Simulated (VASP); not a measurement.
# Mn (Fd-3m) in VASP: a series of runs

Runs on Mn. Level: PBE. Tasks: single point.

Program: VASP 6.6.1. These are calculated values, not measurements. Logs are shortened: lines on timing, memory, paths and dates and some standing lists are left out, and cuts for length are marked.

### Step 1. The cell of the first run

The structure is cubic, space group Fd-3m (No. 227). The conventional cell has a = 4.851 Å, b = 4.851 Å, c = 4.851 Å, α = 90.00°, β = 90.00°, γ = 90.00°. Mn (site symmetry -43m) has 4 Mn at 2.10 Å within 2.8 Å.

This isn't the form of Mn at room conditions, which is a 58-atom cubic cell.

### Step 2. Single point, PBE

Input file INCAR:

```
SYSTEM = Mn
  ALGO = Normal
  EDIFF = 1E-7
  ENCUT = 520
  GGA = PE
  ISIF = 2
  ISMEAR = -1
  LASPH = .True.
  LCHARG = .False.
  LREAL = .False.
  LWAVE = .False.
  NBANDS = 20
  NELM = 100
  PREC = Accurate
  SIGMA = 0.06122561905347299
```

Input file KPOINTS:

```
k-points
0
Gamma
  19 19 19
  0 0 0
```

Input file POSCAR:

```
Mn
1.0
    0.0000000000      2.4254663276      2.4254663276
    2.4254663276      0.0000000000      2.4254663276
    2.4254663276      2.4254663276      0.0000000000
Mn
2
Direct
    0.0000000000      0.0000000000      0.0000000000
    0.2500000000      0.2500000000      0.2500000000
```

Potentials or basis: VASP PAW PBE potentials, release 64 (Mn_pv).

The run is started by

```sh
cat potpaw_PBE.64/Mn_pv/POTCAR > POTCAR
mpirun -np 1 vasp_std > vasp.out
```

OUTCAR:

```text
SYSTEM = Mn
   EDIFF = 1E-7
   ENCUT = 520
   GGA = PE
   ISIF = 2
   ISMEAR = -1
   LASPH = .True.
   LREAL = .False.
   NELM = 100
   PREC = Accurate

 ion  position               nearest neighbor table
   1  0.000  0.000  0.000-   2 2.10   2 2.10   2 2.10   2 2.10
   2  0.250  0.250  0.250-   1 2.10   1 2.10   1 2.10   1 2.10

  LATTYP: Found a face centered cubic cell.
 ALAT       =     4.8509326552

  Lattice vectors:

 A1 = (   0.0000000000,   2.4254663276,   2.4254663276)
 A2 = (   2.4254663276,   0.0000000000,   2.4254663276)
 A3 = (   2.4254663276,   2.4254663276,   0.0000000000)

Analysis of symmetry for initial positions (statically):
=====================================================================
 Subroutine PRICEL returns:
 Original cell was already a primitive cell.

 Routine SETGRP: Setting up the symmetry group for a
 face centered cubic supercell.

 Subroutine GETGRP returns: Found 48 space group operations
 (whereof 24 operations were pure point group operations)
 out of a pool of 48 trial point group operations.

The static configuration has the point symmetry T_d .
 The point group associated with its full space group is O_h .

Analysis of symmetry for dynamics (positions and initial velocities):
=====================================================================
 Subroutine PRICEL returns:
 Original cell was already a primitive cell.

 Routine SETGRP: Setting up the symmetry group for a
 face centered cubic supercell.

 Subroutine GETGRP returns: Found 48 space group operations
 (whereof 24 operations were pure point group operations)
 out of a pool of 48 trial point group operations.

The dynamic configuration has the point symmetry T_d .
 The point group associated with its full space group is O_h .

 Subroutine INISYM returns: Found 48 space group operations
 (whereof 24 operations are pure point group operations),
 and found     1 'primitive' translations

----------------------------------------------------------------------------------------

                                     Primitive cell

  volume of cell :      28.5375

  direct lattice vectors                    reciprocal lattice vectors
     0.000000000  2.425466328  2.425466328    -0.206145925  0.206145925  0.206145925
     2.425466328  0.000000000  2.425466328     0.206145925 -0.206145925  0.206145925
     2.425466328  2.425466328  0.000000000     0.206145925  0.206145925 -0.206145925

  length of vectors
     3.430127376  3.430127376  3.430127376     0.357055216  0.357055216  0.357055216

  position of ions in fractional coordinates (direct lattice)
     0.000000000  0.000000000  0.000000000
     0.250000000  0.250000000  0.250000000

  ion indices of the primitive-cell ions
   primitive index   ion index
                 1           1
                 2           2

----------------------------------------------------------------------------------------

 KPOINTS: k-points

Automatic generation of k-mesh.
 Grid dimensions read from file:
 generate k-points for:   19   19   19

 Generating k-lattice:

  Cartesian coordinates                     Fractional coordinates (reciprocal lattice)
    -0.010849786  0.010849786  0.010849786     0.052631579  0.000000000  0.000000000
     0.010849786 -0.010849786  0.010849786     0.000000000  0.052631579  0.000000000
     0.010849786  0.010849786 -0.010849786     0.000000000  0.000000000  0.052631579

  Length of vectors
     0.018792380  0.018792380  0.018792380

  Shift w.r.t. Gamma in fractional coordinates (k-lattice)
     0.000000000  0.000000000  0.000000000

 Subroutine IBZKPT returns following result:
 ===========================================

 Found    220 irreducible k-points:

 Following reciprocal coordinates:
            Coordinates               Weight
  0.000000  0.000000  0.000000      1.000000
  0.052632  0.000000  0.000000      8.000000
  0.105263  0.000000  0.000000      8.000000
  0.157895  0.000000  0.000000      8.000000
  0.210526  0.000000  0.000000      8.000000
  0.263158  0.000000  0.000000      8.000000
[... 16 lines left out ...]
 -0.315789  0.052632  0.000000     24.000000
 -0.263158  0.052632  0.000000     24.000000
 [... further k-points ...]
   k-points           NKPTS =    220   k-points in BZ     NKDIM =    220   number of bands    NBANDS=     20
   number of dos      NEDOS =    301   number of ions     NIONS =      2
   total plane-waves  NPLWV =  21952
   dimension x,y,z NGX =    28 NGY =   28 NGZ =   28
   dimension x,y,z NGXF=    56 NGYF=   56 NGZF=   56
   ions per type =               2
   NGX,Y,Z   is equivalent  to a cutoff of  13.57, 13.57, 13.57 a.u.
   NGXF,Y,Z  is equivalent  to a cutoff of  27.14, 27.14, 27.14 a.u.
 SYSTEM =  Mn
   PREC   = accura    normal or accurate (medium, high low for compatibility)
   ISTART =      0    job   : 0-new  1-cont  2-samecut
   ICHARG =      2    charge: 1-file 2-atom 10-const
   ISPIN  =      1    spin polarized calculation?
   LNONCOLLINEAR =      F non collinear calculations
   LSORBIT =      F    spin-orbit coupling
   LASPH  =      T    aspherical Exc in radial PAW
   ENCUT  =  520.0 eV  38.22 Ry    6.18 a.u.   6.38  6.38  6.38*2*pi/ulx,y,z
   NELM   =    100;   NELMIN=  2; NELMDL= -5     # of ELM steps
   EDIFF  = 0.1E-06   stopping-criterion for ELM
   LREAL  =      F    real-space projection
   EDIFFG = 0.1E-05   stopping-criterion for IOM
   NSW    =      0    number of steps for IOM
   IBRION =     -1    ionic relax: 0-MD 1-quasi-New 2-CG
   NFREE  =      0    steps in history (QN), initial steepest desc. (CG)
   ISIF   =      2    stress and relaxation
   ISYM   =      2    0-nonsym 1-usesym 2-fastsym
   POTIM  = 0.5000    time-step for ionic-motion
   TEBEG  =    0.0;   TEEND  =   0.0 temperature during run
   PSTRESS=    0.0 pullay stress
   NELECT =      26.0000    total number of electrons
   NUPDOWN=      -1.0000    fix difference up-down
   EMIN   =  10.00;   EMAX   =-10.00  energy-range for DOS
   EFERMI =   0.00;   METHOD = LEGACY
   ISMEAR =    -1;   SIGMA  =   0.06  broadening in eV -4-tet -1-fermi 0-gaus
   EFERMI_NEDOS =   21; number of points for ismear=-14 and -15
   IALGO  =     38    algorithm
   IMIX   =      4    mixing-type and parameters
     AMIX     =   0.40;   BMIX     =  1.00
     AMIX_MAG =   1.60;   BMIX_MAG =  1.00
  volume/ion in A,a.u.               =      14.27        96.29
  Fermi-wavevector in a.u.,A,eV,Ry     =   1.587063  2.999113 34.269911  2.518767
  Thomas-Fermi vector in A             =   2.686278
   LORBIT       =      0    0 simple, 1 ext, 2 COOP (PROOUT), +10 PAW based schemes
   GGA     = PE    functional components
   LHFCALC =     F    Hartree Fock is set to
   AEXX    =    0.0000 exact exchange contribution
   IVDW    =     0    specifies the selected vdW correction
   LEPSILON=     F    determine dielectric tensor
   LRPA    =     F    only Hartree local field effects (RPA)
 non-spin polarized calculation
  energy-cutoff  :      520.00
  volume of cell :       28.54
 maximum number of plane-waves:       785
 NGX is ok and might be reduce to    28
   NGX = 13   NGY = 13   NGZ = 13

 number of electron      26.0000023 magnetization

 Free energy of the ion-electron system (eV)
  ---------------------------------------------------
  ext. energy  EPLUGINS =         0.00000000
  ---------------------------------------------------
  free energy    TOTEN  =       -15.12760719 eV

  energy without entropy =      -15.10735003  energy(sigma->0) =      -15.11747861

 E-fermi :   6.7166     XC(G=0): -12.0199

 val. band max:        6.7012588888   @ k =  -0.3684   0.2105   0.0000
 cond. band min:       6.7276741049   @ k =  -0.4211   0.4737   0.0526
 fundamental gap:      0.0264152161
 Fermi energy:         6.7165969625

 k-point     1 :       0.0000    0.0000    0.0000
  band No.  band energies     occupation
      1     -41.2424      2.00000
      2     -41.2424      2.00000
      3     -41.2424      2.00000
      4     -40.4014      2.00000
      5     -40.4014      2.00000
      6     -40.4014      2.00000
[... 12 lines left out ...]
     19      21.7919      0.00000
     20      21.7919      0.00000

 k-point     2 :       0.0526    0.0000    0.0000
  band No.  band energies     occupation
      1     -41.2455      2.00000
      2     -41.2455      2.00000
      3     -41.2425      2.00000
      4     -40.4020      2.00000
      5     -40.3983      2.00000
      6     -40.3983      2.00000
[... 12 lines left out ...]
     19      21.3880      0.00000
     20      21.3880      0.00000

 k-point     3 :       0.1053    0.0000    0.0000
  band No.  band energies     occupation
      1     -41.2542      2.00000
      2     -41.2542      2.00000
      3     -41.2427      2.00000
      4     -40.4036      2.00000
      5     -40.3895      2.00000
      6     -40.3895      2.00000
[... 12 lines left out ...]
     19      20.8538      0.00000
     20      20.8538      0.00000

 k-point     4 :       0.1579    0.0000    0.0000
  band No.  band energies     occupation
      1     -41.2673      2.00000
      2     -41.2673      2.00000
      3     -41.2431      2.00000
      4     -40.4061      2.00000
      5     -40.3763      2.00000
      6     -40.3763      2.00000
[... 12 lines left out ...]
     19      20.3540      0.00000
     20      20.3540      0.00000

 k-point     5 :       0.2105    0.0000    0.0000
  band No.  band energies     occupation
      1     -41.2831      2.00000
      2     -41.2831      2.00000
      3     -41.2437      2.00000
      4     -40.4089      2.00000
      5     -40.3603      2.00000
      6     -40.3603      2.00000
[... 12 lines left out ...]
     19      19.8995      0.00000
     20      19.8995      0.00000
[... 353 lines left out ...]
      6     -40.2880      2.00000
[... 12 lines left out ...]
     19      17.9107      0.00000
     20      18.6412      0.00000

 k-point    22 :      -0.3684    0.0526    0.0000
  band No.  band energies     occupation
      1     -41.3513      2.00000
      2     -41.3301      2.00000
      3     -41.2289      2.00000
      4     -40.4323      2.00000
      5     -40.3128      2.00000
      6     -40.2946      2.00000
[... 12 lines left out ...]
     19      17.9021      0.00000
     20      19.0614      0.00000

 k-point    23 :      -0.3158    0.0526    0.0000
  band No.  band energies     occupation
      1     -41.3398      2.00000
      2     -41.3166      2.00000
      3     -41.2297      2.00000
      4     -40.4292      2.00000
      5     -40.3263      2.00000
      6     -40.3058      2.00000
[... 12 lines left out ...]
     19      18.0145      0.00000
     20      19.5654      0.00000

 k-point    24 :      -0.2632    0.0526    0.0000
  band No.  band energies     occupation
      1     -41.3246      2.00000
      2     -41.3009      2.00000
      3     -41.2308      2.00000
      4     -40.4252      2.00000
      5     -40.3422      2.00000
      6     -40.3206      2.00000
[... 12 lines left out ...]
     19      18.2349      0.00000
     20      20.1603      0.00000

 [... further k-points ...]

------------------------ aborting loop because EDIFF is reached ----------------------------------------

  FORCE on cell =-STRESS in cart. coord.  units (eV):
  Direction    XX          YY          ZZ          XY          YZ          ZX
  --------------------------------------------------------------------------------------
  -------------------------------------------------------------------------------------
  Total        1.9558327      1.9558327      1.9558327      0.0000000      0.0000000     -0.0000000
  in kB      109.8061188    109.8061188    109.8061188      0.0000000      0.0000000     -0.0000000
  external PRESSURE =     109.8061188 kB  Pullay stress =       0.0000000 kB

 VOLUME and BASIS-vectors are now :
 -----------------------------------------------------------------------------
  energy-cutoff  :      520.00
  volume of cell :       28.54
      direct lattice vectors                 reciprocal lattice vectors
     0.000000000  2.425466328  2.425466328    -0.206145925  0.206145925  0.206145925
     2.425466328  0.000000000  2.425466328     0.206145925 -0.206145925  0.206145925
     2.425466328  2.425466328  0.000000000     0.206145925  0.206145925 -0.206145925

 POSITION                                       TOTAL-FORCE (eV/Angst)
 -----------------------------------------------------------------------------------
      0.00000      0.00000      0.00000        -0.000000     -0.000000     -0.000000
      1.21273      1.21273      1.21273         0.000000      0.000000      0.000000
 -----------------------------------------------------------------------------------
    total drift:                                0.000000      0.000000      0.000000

  FREE ENERGIE OF THE ION-ELECTRON SYSTEM (eV)
  ---------------------------------------------------
  free  energy   TOTEN  =       -15.1276071884 eV

  energy  without entropy=      -15.1073500324  energy(sigma->0) =      -15.11747861
```

Wall time 53 s (1 thread of Intel Xeon 6975P-C (Granite Rapids), shared host); peak memory 0.23 GiB.

What came out:

| Property | Result |
| --- | --- |
| Free energy | -15.1276 eV |
| Pressure | 11.0 GPa |
| Band gap on the k mesh | zero (bands 13 and 14 overlap by 0.66 eV) |

Caveat: the cell stands under pressure; the run has no spin polarisation, though such a crystal can be magnetic. Spin polarisation is off, so any magnetic state and its effect on volume and gap are missing.

### Step 3. Single point, PBE

Input file INCAR:

```
  PREC = Accurate
  ENCUT = 520
  EDIFF = 1E-6
  ISMEAR = -1
  SIGMA = 0.06122561905347299
  LREAL = F
  LASPH = T
  NELM = 80
  ALGO = Normal
  ISIF = 2
  LWAVE = F
  LCHARG = T
  GGA = PE
  LELF = T
  LVHAR = T
  NBANDS = 20
```

Input file KPOINTS:

```
regular mesh
0
Gamma
  19 19 19
```

POSCAR is that of step 2.

Potentials or basis: VASP PAW PBE potentials, release 64 (Mn_pv).

The run is started by

```sh
cat potpaw_PBE.64/Mn_pv/POTCAR > POTCAR
mpirun -np 1 vasp_std > vasp.out
```

Run time: 49 s. Hardware: 1 thread of Intel Xeon 6975P-C (Granite Rapids), shared host; peak memory 0.22 GiB.

Results (log left out):

* Free energy: -15.1276 eV
* Pressure: 11.0 GPa
* Band gap on the k mesh: zero (bands 13 and 14 overlap by 0.66 eV)

Levels at points of the mesh, in eV from the Fermi level:
```
           k point  band 10  band 11  band 12  band 13  band 14  band 15  band 16  band 17
(0.00, 0.00, 0.00)    -1.81    -1.81    -1.81     0.46     0.46     0.46     2.45     2.45
```

Caveat: the cell stands under pressure; the run has no spin polarisation, though such a crystal can be magnetic.

(Part 1 of 2 ends here.)
